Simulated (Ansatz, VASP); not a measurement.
## TiC in VASP and in Ansatz

```
CELL_PARAMETERS angstrom
0.00000 2.16426 2.16426
2.16426 0.00000 2.16426
2.16426 2.16426 0.00000
ATOMIC_POSITIONS crystal
Ti 0.00000 0.00000 0.00000
C 0.50000 0.50000 0.50000
```

Alike in both runs: task single point; functional r2SCAN; k mesh 13 × 13 × 13; occupations fermi-dirac, width 0.1 eV; no spin polarisation.

|  | VASP | Ansatz |
| --- | --- | --- |
| version | VASP 6.6.1 | Ansatz 0.2.0 |
| potentials or method | VASP PAW PBE potentials, release 64 (Ti_sv, C), cutoff 520 eV | PAW plane waves |
| valence electrons in the cell | 16 | 16 |

VASP gave:

```
pressure (GPa) : 0.8
```

Estimate Ansatz's values.

pressure (GPa): 0.0.

VASP's potentials were made for PBE, not for r2SCAN. With one functional, cell and mesh, what is left measures potentials, basis and numerics.
